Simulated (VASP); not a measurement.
Input of a VASP 6.6.1 run:

The input INCAR:

```
ALGO = Fast
EDIFF = 1E-6
ENCUT = 520
GGA = PE
ISIF = 2
ISMEAR = 0
LASPH = True
LCHARG = False
LREAL = False
LWAVE = False
NBANDS = 30
NELM = 80
PREC = Accurate
SIGMA = 0.2
```

The input KPOINTS:

```
k-points
0
Gamma
  8 4 4
```

POSCAR

```
Au
1.0
    1.7636231531      0.0000000000     -2.3534906643
   -3.3262205679     -2.9410775225     -2.4929177769
   -3.3262205679      2.9410775225     -2.4929177769
Au
4
Direct
    0.0000000000      0.0000000000      0.0000000000
    0.5000000000      0.5000000000      0.0000000000
    0.5000000000      1.0000000000      0.5000000000
    0.0000000000      0.5000000000      0.5000000000
```

Potentials or basis: VASP PAW PBE potentials, release 64 (Au).

Launch:

```bash
$ cat potpaw_PBE.64/Au/POTCAR > POTCAR
$ mpirun -np 1 vasp_std > vasp.out
```

**Question.** Predict the band gap on the k mesh.

**Answer.** Zero (bands 22 and 23 overlap by 4.58 eV).

**Question.** What does it give for the pressure?

**Answer.** 0.1 GPa.

Stress tensor (GPa, compression positive):
```
 0.00  0.00 -0.43
 0.00  0.00  0.00
-0.43  0.00  0.25
```

Caveat: spin-orbit coupling is left out, which moves the levels of the heavy elements.
